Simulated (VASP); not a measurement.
# Li8CaCl10 in VASP: further runs

Runs on Li8CaCl10. Level: PBE. Tasks: single point.

All numbers are computed with VASP 6.6.1; they aren't measurements. Logs are shortened: lines on timing, memory, paths and dates and some standing lists are left out, and cuts for length are marked.

**1. The cell of the first run**

The cell holds an amorphous packing of atoms, 19 atoms: a = 7.624 Å, b = 7.327 Å, c = 7.686 Å, α = 92.33°, β = 90.56°, γ = 92.88°.

**2. Single point, PBE**

INCAR

```
PREC     = Accurate       # precision mode
ENCUT    = 520            # plane-wave cutoff, eV
EDIFF    = 1E-7           # SCF threshold, eV
ISMEAR   = -1             # smearing method
SIGMA    = 0.1379         # smearing width, eV
LREAL    = Auto         
LASPH    = T              # aspherical terms in the spheres
NELM     = 100            # most SCF steps
ALGO     = Normal         # electronic algorithm
ISIF     = 2              # what is computed and relaxed
LWAVE    = F              # write WAVECAR
LCHARG   = F              # write CHGCAR
GGA      = PE             # functional
ISYM     = 0            
NBANDS   = 67             # bands
```

KPOINTS

```
Automatic mesh
0
Gamma
  1 1 1
```

POSCAR

```
Li8CaCl10
1.0
    7.6216650000     -0.1881850000     -0.0394400000
   -0.1881850000      7.3227830000     -0.1529230000
   -0.0394400000     -0.1529230000      7.6842230000
Li Cl Ca
8 10 1
Direct
    0.3800168984      0.1246355139      0.5322504960
    0.8829660072      0.9204077019      0.5341833112
    0.6722073967      0.4109598945      0.3240897719
    0.4993951576      0.7718610935      0.1647797649
    0.3699104113      0.1983245819     -0.0335313464
    0.0753125620      0.1139072786      0.2754431216
    0.8410490586      0.7202052799      0.7751101090
    0.0651874605      0.5712968881      0.4432677744
   -0.0251579938      0.3829837410      0.2647161322
    0.6888498483      1.1577119932      0.4472806202
    0.0875770847      0.7085417828      0.7244235852
    0.2564209128      0.8700631506      0.3727044241
   -0.0184267016      0.9765541267      0.0325561657
    0.5809632804      0.6001501205      0.5731807821
    0.5558438574      0.9911213572      0.9431161398
    0.7163985138      0.5067412038     -0.0357407454
    0.1039971696      0.1972877863      0.6814144369
    0.4106971508      0.4423946287      0.1324053466
    0.8116326557      0.2159233938      0.8804173753
```

Potentials or basis: VASP PAW PBE potentials, release 64 (Li_sv, Cl, Ca_sv).

Started as:

```console
cat potpaw_PBE.64/Li_sv/POTCAR potpaw_PBE.64/Cl/POTCAR potpaw_PBE.64/Ca_sv/POTCAR > POTCAR
mpirun -np 1 vasp_gam > vasp.out
```

OUTCAR:

```text
PREC = Accurate
   ENCUT = 520
   EDIFF = 1E-7
   ISMEAR = -1
   LREAL = Auto
   LASPH = T
   NELM = 100
   ISIF = 2
   GGA = PE
   ISYM = 0

 ion  position               nearest neighbor table
   1  0.380  0.125  0.532-  12 2.34  10 2.45  17 2.48
   2  0.883  0.920  0.534-   7 2.42  10 2.45
   3  0.672  0.411  0.324-  10 2.13   9 2.37  14 2.44  18 2.49
   4  0.499  0.772  0.165-  15 2.42  18 2.48  12 2.57
   5  0.370  0.198  0.966-  15 2.13  18 2.16
   6  0.075  0.114  0.275-   9 2.15  13 2.18  12 2.45
   7  0.841  0.720  0.775-  11 1.93  16 2.35   2 2.42  14 2.60
   8  0.065  0.571  0.443-   9 2.00  11 2.35
   9  0.975  0.383  0.265-   8 2.00   6 2.15   3 2.37
  10  0.689  0.158  0.447-   3 2.13   2 2.45   1 2.45
  11  0.088  0.709  0.724-   7 1.93   8 2.35
  12  0.256  0.870  0.373-   1 2.34   6 2.45   4 2.57
  13  0.982  0.977  0.033-   6 2.18  19 2.55
  14  0.581  0.600  0.573-   3 2.44   7 2.60
  15  0.556  0.991  0.943-   5 2.13   4 2.42  19 2.55
  16  0.716  0.507  0.964-   7 2.35  19 2.35
  17  0.104  0.197  0.681-   1 2.48  19 2.72
  18  0.411  0.442  0.132-   5 2.16   4 2.48   3 2.49
  19  0.812  0.216  0.880-  16 2.35  13 2.55  15 2.55  17 2.72

IMPORTANT INFORMATION: All symmetrisations will be switched off!
NOSYMM: (Re-)initialisation of all symmetry stuff for point group C_1.

----------------------------------------------------------------------------------------

                                     Primitive cell

  volume of cell :     428.4063

  direct lattice vectors                    reciprocal lattice vectors
     7.621665000 -0.188185000 -0.039440000     0.131292453  0.003389509  0.000741325
    -0.188185000  7.322783000 -0.152923000     0.003389509  0.136704385  0.002737938
    -0.039440000 -0.152923000  7.684223000     0.000741325  0.002737938  0.130195067

  length of vectors
     7.624089879  7.326796701  7.685845697     0.131338290  0.136773806  0.130225963

  position of ions in fractional coordinates (direct lattice)
     0.380016898  0.124635514  0.532250496
     0.882966007  0.920407702  0.534183311
     0.672207397  0.410959895  0.324089772
     0.499395158  0.771861094  0.164779765
     0.369910411  0.198324582  0.966468654
     0.075312562  0.113907279  0.275443122
[... 11 lines left out ...]
     0.410697151  0.442394629  0.132405347
     0.811632656  0.215923394  0.880417375

  ion indices of the primitive-cell ions
   primitive index   ion index
                 1           1
                 2           2
                 3           3
                 4           4
                 5           5
                 6           6
[... 11 lines left out ...]
                18          18
                19          19

----------------------------------------------------------------------------------------

 KPOINTS: Automatic mesh

Automatic generation of k-mesh.
 Grid dimensions read from file:
 generate k-points for:    1    1    1

 Generating k-lattice:

  Cartesian coordinates                     Fractional coordinates (reciprocal lattice)
     0.131292453  0.003389509  0.000741325     1.000000000 -0.000000000  0.000000000
     0.003389509  0.136704385  0.002737938    -0.000000000  1.000000000  0.000000000
     0.000741325  0.002737938  0.130195067    -0.000000000  0.000000000  1.000000000

  Length of vectors
     0.131338290  0.136773806  0.130225963

  Shift w.r.t. Gamma in fractional coordinates (k-lattice)
     0.000000000  0.000000000  0.000000000

 Subroutine IBZKPT returns following result:
 ===========================================

 Found      1 irreducible k-points:

 Following reciprocal coordinates:
            Coordinates               Weight
  0.000000  0.000000  0.000000      1.000000
   k-points           NKPTS =      1   k-points in BZ     NKDIM =      1   number of bands    NBANDS=     67
   number of dos      NEDOS =    301   number of ions     NIONS =     19
   total plane-waves  NPLWV = 194400
   dimension x,y,z NGX =    60 NGY =   54 NGZ =   60
   dimension x,y,z NGXF=   120 NGYF=  108 NGZF=  120
   ions per type =               8  10   1
   NGX,Y,Z   is equivalent  to a cutoff of  13.08, 12.25, 12.98 a.u.
   NGXF,Y,Z  is equivalent  to a cutoff of  26.17, 24.51, 25.96 a.u.
 SYSTEM =  unknown system
   PREC   = accura    normal or accurate (medium, high low for compatibility)
   ISTART =      0    job   : 0-new  1-cont  2-samecut
   ICHARG =      2    charge: 1-file 2-atom 10-const
   ISPIN  =      1    spin polarized calculation?
   LNONCOLLINEAR =      F non collinear calculations
   LSORBIT =      F    spin-orbit coupling
   LASPH  =      T    aspherical Exc in radial PAW
   ENCUT  =  520.0 eV  38.22 Ry    6.18 a.u.  14.18 13.62 14.29*2*pi/ulx,y,z
   NELM   =    100;   NELMIN=  2; NELMDL= -5     # of ELM steps
   EDIFF  = 0.1E-06   stopping-criterion for ELM
   LREAL  =      T    real-space projection
   EDIFFG = 0.1E-05   stopping-criterion for IOM
   NSW    =      0    number of steps for IOM
   IBRION =     -1    ionic relax: 0-MD 1-quasi-New 2-CG
   NFREE  =      0    steps in history (QN), initial steepest desc. (CG)
   ISIF   =      2    stress and relaxation
   ISYM   =      0    0-nonsym 1-usesym 2-fastsym
   POTIM  = 0.5000    time-step for ionic-motion
   TEBEG  =    0.0;   TEEND  =   0.0 temperature during run
   PSTRESS=    0.0 pullay stress
   NELECT =     104.0000    total number of electrons
   NUPDOWN=      -1.0000    fix difference up-down
   EMIN   =  10.00;   EMAX   =-10.00  energy-range for DOS
   EFERMI =   0.00;   METHOD = LEGACY
   ISMEAR =    -1;   SIGMA  =   0.14  broadening in eV -4-tet -1-fermi 0-gaus
   EFERMI_NEDOS =   21; number of points for ismear=-14 and -15
   IALGO  =     38    algorithm
   IMIX   =      4    mixing-type and parameters
     AMIX     =   0.40;   BMIX     =  1.00
     AMIX_MAG =   1.60;   BMIX_MAG =  1.00
  volume/ion in A,a.u.               =      22.55       152.16
  Fermi-wavevector in a.u.,A,eV,Ry     =   1.021255  1.929891 14.190344  1.042961
  Thomas-Fermi vector in A             =   2.154869
   LORBIT       =      0    0 simple, 1 ext, 2 COOP (PROOUT), +10 PAW based schemes
   GGA     = PE    functional components
   LHFCALC =     F    Hartree Fock is set to
   AEXX    =    0.0000 exact exchange contribution
   IVDW    =     0    specifies the selected vdW correction
   LEPSILON=     F    determine dielectric tensor
   LRPA    =     F    only Hartree local field effects (RPA)
 non-spin polarized calculation
  energy-cutoff  :      520.00
  volume of cell :      428.41
 maximum number of plane-waves:      5772
 NGX is ok and might be reduce to    60
   NGX = 29   NGY = 27   NGZ = 29

 number of electron     104.0000013 magnetization

 Free energy of the ion-electron system (eV)
  ---------------------------------------------------
  ext. energy  EPLUGINS =         0.00000000
  ---------------------------------------------------
  free energy    TOTEN  =       -64.40701332 eV

  energy without entropy =      -64.40696917  energy(sigma->0) =      -64.40699124

 E-fermi :   2.0096     XC(G=0):  -7.5599

 val. band max:        0.3498858124   @ k =   0.0000   0.0000   0.0000
 cond. band min:       3.6659538299   @ k =   0.0000   0.0000   0.0000
 fundamental gap:      3.3160680174
 Fermi energy:         2.0096370898

 k-point     1 :       0.0000    0.0000    0.0000
  band No.  band energies     occupation
      1     -46.3208      2.00000
      2     -45.2439      2.00000
      3     -45.2257      2.00000
      4     -44.7731      2.00000
      5     -44.4515      2.00000
      6     -44.2933      2.00000
[... 56 lines left out ...]
     63       6.7483      0.00000
     64       6.9858      0.00000
 [bands above 64 left out]

------------------------ aborting loop because EDIFF is reached ----------------------------------------

  FORCE on cell =-STRESS in cart. coord.  units (eV):
  Direction    XX          YY          ZZ          XY          YZ          ZX
  --------------------------------------------------------------------------------------
  -------------------------------------------------------------------------------------
  Total       10.5702240     11.6093443      8.3299446     -1.3711800     -0.6229456     -5.0024108
  in kB       39.5311035     43.4172626     31.1527838     -5.1280142     -2.3297262    -18.7082904
  external PRESSURE =      38.0337166 kB  Pullay stress =       0.0000000 kB

 VOLUME and BASIS-vectors are now :
 -----------------------------------------------------------------------------
  energy-cutoff  :      520.00
  volume of cell :      428.41
      direct lattice vectors                 reciprocal lattice vectors
     7.621665000 -0.188185000 -0.039440000     0.131292453  0.003389509  0.000741325
    -0.188185000  7.322783000 -0.152923000     0.003389509  0.136704385  0.002737938
    -0.039440000 -0.152923000  7.684223000     0.000741325  0.002737938  0.130195067

 POSITION                                       TOTAL-FORCE (eV/Angst)
 -----------------------------------------------------------------------------------
      2.85192      0.75977      4.05588         0.020306     -0.215798      0.009005
      6.53540      6.49210      3.92921         0.304401      0.260113     -0.162730
      5.03322      2.83331      2.40102        -0.283984      0.813804     -0.297213
      3.65447      5.53299      1.12847        -0.389272     -0.320969      0.025916
      2.74389      1.23488      7.38164        -0.877103      0.295362     -0.142057
      0.54171      0.77782      2.09618         0.352630     -0.278570      0.095882
[... 11 lines left out ...]
      3.04172      3.14203      0.93358        -1.472742     -0.130106      1.437994
      6.11063      1.29379      6.70029         1.145470     -0.368269     -0.653646
 -----------------------------------------------------------------------------------
    total drift:                               -0.001886     -0.002339     -0.000231

  FREE ENERGIE OF THE ION-ELECTRON SYSTEM (eV)
  ---------------------------------------------------
  free  energy   TOTEN  =       -64.4070133169 eV

  energy  without entropy=      -64.4069691651  energy(sigma->0) =      -64.40699124
```

It used 76 s of CPU time on 1 thread of Intel Xeon 6975P-C, on a shared host.

Results:

```
Free energy            : -64.4070 eV
Largest force          : 2.843 eV/Å
Band gap on the k mesh : 3.32 eV
```

Forces in eV/Å, atoms in the order of the input:
```
Li   0.020 -0.216  0.009
Li   0.304  0.260 -0.163
Li  -0.284  0.814 -0.297
Li  -0.389 -0.321  0.026
Li  -0.877  0.295 -0.142
Li   0.353 -0.279  0.096
Li  -2.403 -0.800  1.291
Li   1.048  0.949  1.169
Cl  -0.240 -0.075 -0.998
Cl  -0.340 -1.690  1.071
Cl   1.323 -0.184 -1.181
Cl  -0.039  0.486 -0.482
Cl   0.136 -0.497  0.433
Cl   0.799  0.568 -0.533
Cl  -0.472 -0.789 -0.287
Cl   0.913  1.984 -0.329
Cl   0.474 -0.007 -0.467
Cl  -1.473 -0.130  1.438
Ca   1.145 -0.368 -0.654
```

Levels at points of the mesh, in eV from the valence-band top:
| k point | band 49 | band 50 | band 51 | band 52 | band 53 | band 54 | band 55 | band 56 |
| --- | --- | --- | --- | --- | --- | --- | --- | --- |
| (0.00, 0.00, 0.00) | -0.94 | -0.89 | -0.50 | 0.00 | 3.32 | 4.03 | 4.65 | 4.89 |

Caveat: the k points lie up to 0.86 Å⁻¹ apart; the cutoff is under 1.25 times the usual one of these potentials, so pressure, stress and relaxed cells hold a basis-set (Pulay) error.

**3. Single point, PBE**

INCAR

```
SYSTEM = Li8CaCl10
PREC = Accurate
ENCUT = 520
EDIFF = 1E-6
ISMEAR = -1
SIGMA = 0.1379
LREAL = Auto
LASPH = .True.
NELM = 60
ALGO = Normal
ISIF = 2
LWAVE = .False.
LCHARG = .True.
GGA = PE
LELF = .True.
LVHAR = .True.
NBANDS = 67
ISYM = 0
```

KPOINTS

```
Automatic mesh
0
Gamma
  1 1 1
  0 0 0
```

POSCAR

```
Li8CaCl10
1.0
    7.6216650000     -0.1881850000     -0.0394400000
   -0.1881850000      7.3227830000     -0.1529230000
   -0.0394400000     -0.1529230000      7.6842230000
Li Cl Ca
8 10 1
Direct
    0.4193411609     -0.0748585299      0.5900127084
    0.7905878055      0.7754530547      0.4011605846
    0.5736856197      0.3235698024      0.3037176857
    0.2757453159      0.8747753816      0.0550156692
    0.2767521998      0.2281802614     -0.0734165163
    0.0137966627      0.2014673226      0.3527995124
    0.7797984922      0.6952073967      0.8384450130
    0.1853957473      0.6381925441      0.3697011821
   -0.1282099731      0.4890099310      0.3161055144
    0.7406021981      1.0991339521      0.4614688059
    0.0162407999      0.6057743628      0.7157780780
    0.2057325726      0.8889209936      0.3419155792
   -0.0233574729      0.9776436194      0.0288616008
    0.5511771280      0.6514325870      0.5840665284
    0.5394997322      1.0083565706      0.9660914033
    0.6796366135      0.4380546865      0.0142816658
    0.2010605777      0.2115762038      0.6323250506
    0.3324149515      0.3587127855      0.1961469469
    0.8314879300      0.2193440392      0.8506388522
```

Potentials or basis: VASP PAW PBE potentials, release 64 (Li_sv, Cl, Ca_sv).

Started as:

```console
cat potpaw_PBE.64/Li_sv/POTCAR potpaw_PBE.64/Cl/POTCAR potpaw_PBE.64/Ca_sv/POTCAR > POTCAR
mpirun -np 1 vasp_gam > vasp.out
```

Run time: 1.8 min. Hardware: 1 thread of Intel Xeon 6975P-C, shared host; peak memory 0.42 GiB.

The run converged. Its results:

```
Free energy            : -66.2134 eV
Largest force          : 3.982 eV/Å
Band gap on the k mesh : 3.54 eV
```

Forces in eV/Å, atoms in the order of the input:
```
Li  -0.149  0.219 -0.047
Li  -0.107 -0.160  0.309
Li   1.398  0.060  0.460
Li  -0.135 -0.114 -0.108
Li   0.422  0.181 -0.277
Li   0.324  0.180  0.117
Li  -0.438 -0.080  0.143
Li  -0.427 -3.887  0.751
Cl   1.343  0.316  0.840
Cl  -0.301 -0.486  0.459
Cl   0.288 -0.003  0.341
Cl   0.570  2.817 -0.175
Cl   0.354  0.066 -0.048
Cl  -0.028  0.305 -0.037
Cl  -0.632 -0.410 -0.570
Cl  -1.085  1.414 -0.955
Cl   0.110 -0.286  0.725
Cl  -2.166  0.340 -0.035
Ca   0.658 -0.472 -1.893
```

Levels at points of the mesh, in eV from the valence-band top:
```csv
k point,band 50,band 51,band 52,band 53,band 54,band 55
"(0.00, 0.00, 0.00)",-0.97,-0.76,0.00,3.54,4.52,4.61
```

Caveat: the k points lie up to 0.86 Å⁻¹ apart; the cutoff is under 1.25 times the usual one of these potentials, so pressure, stress and relaxed cells hold a basis-set (Pulay) error.
